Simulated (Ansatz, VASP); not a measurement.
## Two plane-wave programs on MoS2

POSCAR

```
MoS2
1.0
    3.2274650000      0.0000000000      0.0000000000
   -1.6137320000      2.7950660000      0.0000000000
    0.0000000000      0.0000000000      6.3124730000
Mo S
1 2
Direct
    0.0000000000      0.0000000000      0.5000000000
    0.3333333333      0.6666666667      0.2553190000
    0.6666666667      0.3333333333      0.7446810000
```

The input INCAR.step1:

```
SYSTEM = MoS2
PREC = Accurate
ENCUT = 520
ISMEAR = 0
SIGMA = 0.1
LREAL = .False.
LASPH = .True.
NELM = 100
NBANDS = 20
GGA = PE
ALGO = Normal
EDIFF = 1E-4
LWAVE = .True.
LCHARG = .False.
```

File INCAR.step2:

```
SYSTEM = MoS2
PREC = Accurate
ENCUT = 520
EDIFF = 1E-7
ISMEAR = 0
SIGMA = 0.1
LREAL = .False.
LASPH = .True.
NELM = 100
ALGO = Normal
ISIF = 2
LWAVE = .False.
LCHARG = .False.
METAGGA = R2SCAN
LMIXTAU = .True.
NBANDS = 20
ISTART = 1
```

Contents of KPOINTS:

```
regular mesh
0
Gamma
  4 4 2
  0 0 0
```

Input for Ansatz:

```yaml
crystal:
  lattice:
    - [3.227465, 0.0, 0.0]
    - [-1.613732, 2.795066, 0.0]
    - [0.0, 0.0, 6.312473]
  atoms:
    - { symbol: Mo, position: [0.0, 0.0, 0.5] }
    - { symbol: S, position: [0.33333333333333337, 0.6666666666666666, 0.255319] }
    - { symbol: S, position: [0.6666666666666666, 0.3333333333333333, 0.744681] }
kpoints:
  mp_grid:
    grid: [4, 4, 2]
hamiltonian:
  xc: r2scan
scf:
  max_iter: 80
  algorithm: direct_min
  occupations:
    method: gaussian
output:
  forces: true
  stress: true
```

Alike in both runs: task single point; functional r2SCAN; k mesh 4 × 4 × 2; no spin polarisation.

```csv
,VASP,Ansatz
version,VASP 6.6.1,Ansatz 0.2.0
potentials or method,"VASP PAW PBE potentials, release 64 (Mo_sv, S)","plane waves, PAW"
plane-wave cutoff (eV),520,500
occupations,"gaussian, width 0.1 eV",gaussian
valence electrons in the cell,26,26
```

```tsv
	VASP	Ansatz	Ansatz less VASP
gap on the k mesh at the Fermi level (eV)	none	none	-
pressure (GPa)	0.8	0.8	-0.05
traceless stress, the component that is largest in VASP (GPa)	-2.60	-2.64	-0.043
rms of the force components (eV/Å)	0.084	0.089	+0.0054
```

VASP's potentials were made for PBE, not for r2SCAN. Atom by atom the forces differ by 0.005 eV/Å (rms over components). A gap of «none» marks a metal or a gap that the smearing closes.

The k mesh is coarse, so the values compare programs but aren't converged.
